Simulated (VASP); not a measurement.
# TaSi3 (Pm-3m) in VASP: a series of runs

TaSi3 is run at these levels: PBE; tasks: single point, relaxation of cell and atoms.

Program: VASP 6.6.1. These are calculated values, not measurements. Logs are shortened: lines on timing, memory, paths and dates and some standing lists are left out, and cuts for length are marked.

## 1. The cell of the first run

Symmetry: Pm-3m, No. 221, cubic system. The conventional cell has a = 3.914 Å, b = 3.914 Å, c = 3.914 Å, α = 90.00°, β = 90.00°, γ = 90.00°. Ta (site symmetry m-3m) has 12 Si at 2.77 Å within 3.6 Å. Within 3.6 Å of Si (site symmetry 4/mmm) lie 4 Ta at 2.77 Å and 8 Si at 2.77 Å.

## 2. Single point, PBE

File INCAR:

```
  ALGO = Normal
  EDIFF = 1E-6
  ENCUT = 520
  GGA = PE
  ISIF = 2
  ISMEAR = 0
  LASPH = True
  LCHARG = False
  LREAL = False
  LWAVE = False
  NBANDS = 20
  NELM = 60
  PREC = Accurate
  SIGMA = 0.1
```

File KPOINTS:

```
k-points
0
Gamma
  6 6 6
```

File POSCAR:

```
TaSi3
1.0
    3.9139849964      0.0000000000      0.0000000000
    0.0000000000      3.9139849964      0.0000000000
    0.0000000000      0.0000000000      3.9139849964
Ta Si
1 3
Direct
    0.0000000000      0.0000000000      0.0000000000
    0.0000000000      0.5000000000      0.5000000000
    0.5000000000      0.0000000000      0.5000000000
    0.5000000000      0.5000000000      0.0000000000
```

Potentials or basis: VASP PAW PBE potentials, release 64 (Ta_pv, Si).

Launch:

```
$ cat potpaw_PBE.64/Ta_pv/POTCAR potpaw_PBE.64/Si/POTCAR > POTCAR
$ mpirun -np 1 vasp_std > vasp.out
```

OUTCAR:

```text
EDIFF = 1E-6
   ENCUT = 520
   GGA = PE
   ISIF = 2
   ISMEAR = 0
   LASPH = True
   LREAL = False
   NELM = 60
   PREC = Accurate

 ion  position               nearest neighbor table
   1  0.000  0.000  0.000-   2 2.77   3 2.77   4 2.77   2 2.77   3 2.77   2 2.77   4 2.77   2 2.77
                             3 2.77   4 2.77   3 2.77   4 2.77
   2  0.000  0.500  0.500-   1 2.77   3 2.77   4 2.77   1 2.77   4 2.77   1 2.77   3 2.77   1 2.77
                             3 2.77   4 2.77   4 2.77   3 2.77
   3  0.500  0.000  0.500-   1 2.77   2 2.77   4 2.77   1 2.77   4 2.77   2 2.77   4 2.77   4 2.77
                             1 2.77   2 2.77   1 2.77   2 2.77
   4  0.500  0.500  0.000-   1 2.77   2 2.77   3 2.77   2 2.77   3 2.77   1 2.77   3 2.77   3 2.77
                             1 2.77   2 2.77   2 2.77   1 2.77

  LATTYP: Found a simple cubic cell.
 ALAT       =     3.9139849964

  Lattice vectors:

 A1 = (   3.9139849964,   0.0000000000,   0.0000000000)
 A2 = (   0.0000000000,   3.9139849964,   0.0000000000)
 A3 = (   0.0000000000,   0.0000000000,   3.9139849964)

Analysis of symmetry for initial positions (statically):
=====================================================================
 Subroutine PRICEL returns:
 Original cell was already a primitive cell.

 Routine SETGRP: Setting up the symmetry group for a
 simple cubic supercell.

 Subroutine GETGRP returns: Found 48 space group operations
 (whereof 48 operations were pure point group operations)
 out of a pool of 48 trial point group operations.

The static configuration has the point symmetry O_h .

Analysis of symmetry for dynamics (positions and initial velocities):
=====================================================================
 Subroutine PRICEL returns:
 Original cell was already a primitive cell.

 Routine SETGRP: Setting up the symmetry group for a
 simple cubic supercell.

 Subroutine GETGRP returns: Found 48 space group operations
 (whereof 48 operations were pure point group operations)
 out of a pool of 48 trial point group operations.

The dynamic configuration has the point symmetry O_h .

 Subroutine INISYM returns: Found 48 space group operations
 (whereof 48 operations are pure point group operations),
 and found     1 'primitive' translations

----------------------------------------------------------------------------------------

                                     Primitive cell

  volume of cell :      59.9594

  direct lattice vectors                    reciprocal lattice vectors
     3.913984996  0.000000000  0.000000000     0.255494081  0.000000000  0.000000000
     0.000000000  3.913984996  0.000000000     0.000000000  0.255494081  0.000000000
     0.000000000  0.000000000  3.913984996     0.000000000  0.000000000  0.255494081

  length of vectors
     3.913984996  3.913984996  3.913984996     0.255494081  0.255494081  0.255494081

  position of ions in fractional coordinates (direct lattice)
     0.000000000  0.000000000  0.000000000
     0.000000000  0.500000000  0.500000000
     0.500000000  0.000000000  0.500000000
     0.500000000  0.500000000  0.000000000

  ion indices of the primitive-cell ions
   primitive index   ion index
                 1           1
                 2           2
                 3           3
                 4           4

----------------------------------------------------------------------------------------

 KPOINTS: k-points

Automatic generation of k-mesh.
 Grid dimensions read from file:
 generate k-points for:    6    6    6

 Generating k-lattice:

  Cartesian coordinates                     Fractional coordinates (reciprocal lattice)
     0.042582347  0.000000000  0.000000000     0.166666667  0.000000000  0.000000000
     0.000000000  0.042582347  0.000000000     0.000000000  0.166666667  0.000000000
     0.000000000  0.000000000  0.042582347     0.000000000  0.000000000  0.166666667

  Length of vectors
     0.042582347  0.042582347  0.042582347

  Shift w.r.t. Gamma in fractional coordinates (k-lattice)
     0.000000000  0.000000000  0.000000000

 Subroutine IBZKPT returns following result:
 ===========================================

 Found     20 irreducible k-points:

 Following reciprocal coordinates:
            Coordinates               Weight
  0.000000  0.000000  0.000000      1.000000
  0.166667  0.000000  0.000000      6.000000
  0.333333  0.000000  0.000000      6.000000
  0.500000  0.000000  0.000000      3.000000
  0.166667  0.166667  0.000000     12.000000
  0.333333  0.166667  0.000000     24.000000
[... 12 lines left out ...]
  0.500000  0.500000  0.333333      6.000000
  0.500000  0.500000  0.500000      1.000000
   k-points           NKPTS =     20   k-points in BZ     NKDIM =     20   number of bands    NBANDS=     20
   number of dos      NEDOS =    301   number of ions     NIONS =      4
   total plane-waves  NPLWV =  27000
   dimension x,y,z NGX =    30 NGY =   30 NGZ =   30
   dimension x,y,z NGXF=    60 NGYF=   60 NGZF=   60
   ions per type =               1   3
   NGX,Y,Z   is equivalent  to a cutoff of  12.74, 12.74, 12.74 a.u.
   NGXF,Y,Z  is equivalent  to a cutoff of  25.48, 25.48, 25.48 a.u.
 SYSTEM =  unknown system
   PREC   = accura    normal or accurate (medium, high low for compatibility)
   ISTART =      0    job   : 0-new  1-cont  2-samecut
   ICHARG =      2    charge: 1-file 2-atom 10-const
   ISPIN  =      1    spin polarized calculation?
   LNONCOLLINEAR =      F non collinear calculations
   LSORBIT =      F    spin-orbit coupling
   LASPH  =      T    aspherical Exc in radial PAW
   ENCUT  =  520.0 eV  38.22 Ry    6.18 a.u.   7.28  7.28  7.28*2*pi/ulx,y,z
   NELM   =     60;   NELMIN=  2; NELMDL= -5     # of ELM steps
   EDIFF  = 0.1E-05   stopping-criterion for ELM
   LREAL  =      F    real-space projection
   EDIFFG = 0.1E-04   stopping-criterion for IOM
   NSW    =      0    number of steps for IOM
   IBRION =     -1    ionic relax: 0-MD 1-quasi-New 2-CG
   NFREE  =      0    steps in history (QN), initial steepest desc. (CG)
   ISIF   =      2    stress and relaxation
   ISYM   =      2    0-nonsym 1-usesym 2-fastsym
   POTIM  = 0.5000    time-step for ionic-motion
   TEBEG  =    0.0;   TEEND  =   0.0 temperature during run
   PSTRESS=    0.0 pullay stress
   NELECT =      23.0000    total number of electrons
   NUPDOWN=      -1.0000    fix difference up-down
   EMIN   =  10.00;   EMAX   =-10.00  energy-range for DOS
   EFERMI =   0.00;   METHOD = LEGACY
   ISMEAR =     0;   SIGMA  =   0.10  broadening in eV -4-tet -1-fermi 0-gaus
   EFERMI_NEDOS =   21; number of points for ismear=-14 and -15
   IALGO  =     38    algorithm
   IMIX   =      4    mixing-type and parameters
     AMIX     =   0.40;   BMIX     =  1.00
     AMIX_MAG =   1.60;   BMIX_MAG =  1.00
  volume/ion in A,a.u.               =      14.99       101.16
  Fermi-wavevector in a.u.,A,eV,Ry     =   1.189501  2.247832 19.251068  1.414914
  Thomas-Fermi vector in A             =   2.325607
   LORBIT       =      0    0 simple, 1 ext, 2 COOP (PROOUT), +10 PAW based schemes
   GGA     = PE    functional components
   LHFCALC =     F    Hartree Fock is set to
   AEXX    =    0.0000 exact exchange contribution
   IVDW    =     0    specifies the selected vdW correction
   LEPSILON=     F    determine dielectric tensor
   LRPA    =     F    only Hartree local field effects (RPA)
 non-spin polarized calculation
 Gauss-broadening in eV      SIGMA  =   0.10
  energy-cutoff  :      520.00
  volume of cell :       59.96
 maximum number of plane-waves:      1640
 NGX is ok and might be reduce to    30
   NGX = 15   NGY = 15   NGZ = 15

 number of electron      23.0000000 magnetization

 Free energy of the ion-electron system (eV)
  ---------------------------------------------------
  ext. energy  EPLUGINS =         0.00000000
  ---------------------------------------------------
  free energy    TOTEN  =       -27.07330447 eV

  energy without entropy =      -27.06002626  energy(sigma->0) =      -27.06666536

 E-fermi :   9.5300     XC(G=0): -11.7114

 val. band max:        9.5084159095   @ k =   0.5000   0.3333   0.3333
 cond. band min:       9.5499901711   @ k =   0.5000   0.1667   0.1667
 fundamental gap:      0.0415742616
 Fermi energy:         9.5300352901

 k-point     1 :       0.0000    0.0000    0.0000
  band No.  band energies     occupation
      1     -25.5569      2.00000
      2     -25.5569      2.00000
      3     -25.5569      2.00000
      4      -4.1664      2.00000
      5       3.4061      2.00000
      6       3.4061      2.00000
[... 12 lines left out ...]
     19      15.9320      0.00000
     20      15.9320      0.00000

 k-point     2 :       0.1667    0.0000    0.0000
  band No.  band energies     occupation
      1     -25.5674      2.00000
      2     -25.5560      2.00000
      3     -25.5560      2.00000
      4      -3.8738      2.00000
      5       2.1403      2.00000
      6       3.6538      2.00000
[... 12 lines left out ...]
     19      14.6041      0.00000
     20      14.6049      0.00000

 k-point     3 :       0.3333    0.0000    0.0000
  band No.  band energies     occupation
      1     -25.5883      2.00000
      2     -25.5543      2.00000
      3     -25.5543      2.00000
      4      -3.0249      2.00000
      5       0.1765      2.00000
      6       4.3768      2.00000
[... 12 lines left out ...]
     19      15.3389      0.00000
     20      15.3389      0.00000

 k-point     4 :       0.5000    0.0000    0.0000
  band No.  band energies     occupation
      1     -25.5987      2.00000
      2     -25.5534      2.00000
      3     -25.5534      2.00000
      4      -1.9312      2.00000
      5      -1.3258      2.00000
      6       4.8956      2.00000
[... 12 lines left out ...]
     19      16.8246      0.00000
     20      17.2237      0.00000

 k-point     5 :       0.1667    0.1667    0.0000
  band No.  band energies     occupation
      1     -25.5668      2.00000
      2     -25.5660      2.00000
      3     -25.5551      2.00000
      4      -3.5877      2.00000
      5       2.1738      2.00000
      6       2.5824      2.00000
[... 12 lines left out ...]
     19      14.0309      0.00000
     20      15.3429      0.00000

 k-point     6 :       0.3333    0.1667    0.0000
  band No.  band energies     occupation
      1     -25.5870      2.00000
      2     -25.5644      2.00000
      3     -25.5534      2.00000
      4      -2.7606      2.00000
      5       0.4093      2.00000
      6       2.9176      2.00000
[... 12 lines left out ...]
     19      14.8042      0.00000
     20      15.5292      0.00000

 k-point     7 :       0.5000    0.1667    0.0000
  band No.  band energies     occupation
      1     -25.5973      2.00000
      2     -25.5634      2.00000
      3     -25.5525      2.00000
      4      -1.7362      2.00000
      5      -1.0195      2.00000
      6       3.3585      2.00000
[... 12 lines left out ...]
     19      15.7804      0.00000
     20      15.8254      0.00000
[... 185 lines left out ...]
 k-point    16 :       0.5000    0.5000    0.1667
  band No.  band energies     occupation
      1     -25.5919      2.00000
      2     -25.5919      2.00000
      3     -25.5595      2.00000
      4      -0.3910      2.00000
      5       0.7539      2.00000
      6       0.7539      2.00000
[... 12 lines left out ...]
     19      15.6657      0.00000
     20      16.5334      0.00000

 k-point    17 :       0.3333    0.3333    0.3333
  band No.  band energies     occupation
      1     -25.5816      2.00000
      2     -25.5805      2.00000
      3     -25.5805      2.00000
      4      -1.0979      2.00000
      5       1.3677      2.00000
      6       1.3677      2.00000
[... 12 lines left out ...]
     19      14.6702      0.00000
     20      17.8618      0.00000

 k-point    18 :       0.5000    0.3333    0.3333
  band No.  band energies     occupation
      1     -25.5906      2.00000
      2     -25.5800      2.00000
      3     -25.5793      2.00000
      4      -0.3717      2.00000
      5       0.5621      2.00000
      6       1.4979      2.00000
[... 12 lines left out ...]
     19      15.7613      0.00000
     20      17.0172      0.00000

 k-point    19 :       0.5000    0.5000    0.3333
  band No.  band energies     occupation
      1     -25.5892      2.00000
      2     -25.5892      2.00000
      3     -25.5785      2.00000
      4       0.2982      2.00000
      5       0.9026      2.00000
      6       0.9026      2.00000
[... 12 lines left out ...]
     19      16.0946      0.00000
     20      17.1074      0.00000

 k-point    20 :       0.5000    0.5000    0.5000
  band No.  band energies     occupation
      1     -25.5879      2.00000
      2     -25.5879      2.00000
      3     -25.5879      2.00000
      4       0.9893      2.00000
      5       0.9893      2.00000
      6       0.9893      2.00000
[... 12 lines left out ...]
     19      17.1178      0.00000
     20      17.6002      0.00000

------------------------ aborting loop because EDIFF is reached ----------------------------------------

  FORCE on cell =-STRESS in cart. coord.  units (eV):
  Direction    XX          YY          ZZ          XY          YZ          ZX
  --------------------------------------------------------------------------------------
  -------------------------------------------------------------------------------------
  Total       -0.7801925     -0.7801925     -0.7801925      0.0000000     -0.0000000      0.0000000
  in kB      -20.8475425    -20.8475425    -20.8475425      0.0000000     -0.0000000      0.0000000
  external PRESSURE =     -20.8475425 kB  Pullay stress =       0.0000000 kB

 VOLUME and BASIS-vectors are now :
 -----------------------------------------------------------------------------
  energy-cutoff  :      520.00
  volume of cell :       59.96
      direct lattice vectors                 reciprocal lattice vectors
     3.913984996  0.000000000  0.000000000     0.255494081  0.000000000  0.000000000
     0.000000000  3.913984996  0.000000000     0.000000000  0.255494081  0.000000000
     0.000000000  0.000000000  3.913984996     0.000000000  0.000000000  0.255494081

 POSITION                                       TOTAL-FORCE (eV/Angst)
 -----------------------------------------------------------------------------------
      0.00000      0.00000      0.00000         0.000000      0.000000      0.000000
      0.00000      1.95699      1.95699         0.000000      0.000000      0.000000
      1.95699      0.00000      1.95699         0.000000      0.000000      0.000000
      1.95699      1.95699      0.00000         0.000000      0.000000      0.000000
 -----------------------------------------------------------------------------------
    total drift:                                0.000000     -0.000000      0.000000

  FREE ENERGIE OF THE ION-ELECTRON SYSTEM (eV)
  ---------------------------------------------------
  free  energy   TOTEN  =       -27.0733044732 eV

  energy  without entropy=      -27.0600262553  energy(sigma->0) =      -27.06666536
```

Run time: 9.3 s. Hardware: 1 thread of Intel Xeon 6975P-C (Granite Rapids), shared host; peak memory 0.17 GiB.

Results:

- Free energy: -27.0733 eV
- Pressure: -2.1 GPa

Caveat: spin-orbit coupling is left out, which moves the levels of the heavy elements.

## 3. Single point, PBE

This run uses another cell than the first one, of 14.73 Å³/atom, 0.983 times its volume.

File INCAR:

```
SYSTEM = TaSi3
PREC = Accurate
ENCUT = 520
EDIFF = 1E-6
ISMEAR = 0
SIGMA = 0.1
LREAL = .False.
LASPH = .True.
NELM = 100
ALGO = Normal
ISIF = 2
LWAVE = .False.
LCHARG = .False.
GGA = PE
NBANDS = 20
```

File KPOINTS:

```
regular mesh
0
Gamma
  12 12 12
  0 0 0
```

File POSCAR:

```
TaSi3
1.0
    3.8915568079      0.0000000000      0.0000000000
    0.0000000000      3.8915568079      0.0000000000
    0.0000000000      0.0000000000      3.8915568079
Ta Si
1 3
Direct
    0.0000000000      0.0000000000      0.0000000000
    0.0000000000      0.5000000000      0.5000000000
    0.5000000000      0.0000000000      0.5000000000
    0.5000000000      0.5000000000      0.0000000000
```

Potentials or basis: VASP PAW PBE potentials, release 64 (Ta_pv, Si).

Launch:

```
$ cat potpaw_PBE.64/Ta_pv/POTCAR potpaw_PBE.64/Si/POTCAR > POTCAR
$ mpirun -np 1 vasp_std > vasp.out
```

Wall time 35 s (1 thread of Intel Xeon 6975P-C (Granite Rapids), shared host); peak memory 0.22 GiB.

It converged, with:

| Item | Value |
| --- | --- |
| Free energy | -27.0560 eV |
| Pressure | 0.0 GPa |

Levels at points of the mesh, in eV from the Fermi level:
```tsv
k point	band 7	band 8	band 9	band 10	band 11	band 12	band 13	band 14	band 15	band 16
(0.00, 0.00, 0.00)	-4.46	-4.46	-4.46	-0.88	-0.88	-0.88	-0.56	2.35	2.35	2.35
(0.50, 0.00, 0.00)	-4.79	-4.46	-3.36	-1.26	-1.26	-0.42	-0.41	-0.15	2.50	2.50
(0.50, 0.50, 0.00)	-7.56	-3.55	-3.55	-1.23	-1.16	0.09	0.76	0.82	0.82	3.62
(0.50, 0.50, 0.50)	-7.24	-5.38	-5.38	-5.38	-1.53	1.10	1.10	3.14	3.14	3.14
```

Caveat: spin-orbit coupling is left out, which moves the levels of the heavy elements.

## 4. Relaxation of cell and atoms, PBE

File INCAR:

```
SYSTEM = TaSi3
PREC = Accurate ; ENCUT = 600
EDIFF = 1E-6 ; ISMEAR = 0
SIGMA = 0.1 ; LREAL = .FALSE.
LASPH = .TRUE. ; NELM = 100
ALGO = Normal ; ISIF = 3
LWAVE = .FALSE. ; LCHARG = .FALSE.
GGA = PE ; IBRION = 2
NSW = 100 ; EDIFFG = -0.01
```

File KPOINTS:

```
Automatic mesh
0
G
  12 12 12
  0 0 0
```

File POSCAR:

```
TaSi3
1.0
    3.9139849964      0.0000000000      0.0000000000
    0.0000000000      3.9139849964      0.0000000000
    0.0000000000      0.0000000000      3.9139849964
Ta Si
1 3
Direct
    0.0000000000      0.0000000000      0.0000000000
    0.0000000000      0.5000000000      0.5000000000
    0.5000000000      0.0000000000      0.5000000000
    0.5000000000      0.5000000000      0.0000000000
```

Launch:

```
$ cat potpaw_PBE.64/Ta_pv/POTCAR potpaw_PBE.64/Si/POTCAR > POTCAR
$ mpirun -np 1 vasp_std > vasp.out
```

It took 45 s on 1 thread of Intel Xeon 6975P-C (Granite Rapids), shared host; peak memory 0.25 GiB.

The run converged. Its results:

- Free energy: -27.0567 eV
- Relaxed volume: 14.74 Å³/atom
- Relaxed cell: a = 3.892 Å, b = 3.892 Å, c = 3.892 Å, α = 90.00°, β = 90.00°, γ = 90.00°
- Space group after relaxing (to 0.05 Å): Pm-3m (No. 221)
- Energy gained by relaxing: 1.8 meV/atom
- Ionic steps: 3
- Pressure after relaxing: 0.0 GPa

Step by step:
```
step  energy change (eV)  largest force (eV/Å)  pressure (GPa)  volume (Å³)
   1              0.0000                0.0000           -2.29        59.96
   2             -0.0021                0.0000            2.05        58.12
   3             -0.0073                0.0000            0.01        58.95
```

Final structure:
```
CELL_PARAMETERS angstrom
3.89195 0.00000 0.00000
0.00000 3.89195 0.00000
0.00000 0.00000 3.89195
ATOMIC_POSITIONS crystal
Ta 0.00000 0.00000 0.00000
Si 0.00000 0.50000 0.50000
Si 0.50000 0.00000 0.50000
Si 0.50000 0.50000 0.00000
```

Levels at points of the mesh, in eV from the Fermi level:
| k point | band 7 | band 8 | band 9 | band 10 | band 11 | band 12 | band 13 | band 14 | band 15 |
| --- | --- | --- | --- | --- | --- | --- | --- | --- | --- |
| (0.00, 0.00, 0.00) | -4.46 | -4.46 | -4.46 | -0.88 | -0.88 | -0.88 | -0.56 | 2.35 | 2.35 |
| (0.50, 0.00, 0.00) | -4.79 | -4.46 | -3.36 | -1.26 | -1.26 | -0.42 | -0.41 | -0.15 | 2.50 |
| (0.50, 0.50, 0.00) | -7.56 | -3.54 | -3.54 | -1.23 | -1.16 | 0.09 | 0.76 | 0.82 | 0.82 |
| (0.50, 0.50, 0.50) | -7.24 | -5.38 | -5.38 | -5.38 | -1.53 | 1.10 | 1.10 | 3.13 | 3.13 |

Caveat: spin-orbit coupling is left out, which moves the levels of the heavy elements.

## 5. Summary

| task | cell | k mesh | cutoff (eV) | gap on the mesh (eV) | pressure (GPa) |
| --- | --- | --- | --- | --- | --- |
| single point | a = 3.914 Å, 4 atoms | 6 × 6 × 6 | 520 | none | -2.1 |
| single point | a = 3.892 Å, 4 atoms | 12 × 12 × 12 | 520 | none | 0.0 |
| relaxation of cell and atoms | relaxed from a = 3.914 Å, 4 atoms | 12 × 12 × 12 | 600 | none | 0.0 |

Alike in all rows: level PBE; potentials or basis VASP PAW PBE potentials, release 64 (Ta_pv, Si); no spin polarisation; smearing gaussian 0.1 eV.

Caveats: spin-orbit coupling is left out, which moves the levels of the heavy elements.

Absolute energies hang on the potentials; compare differences alone.
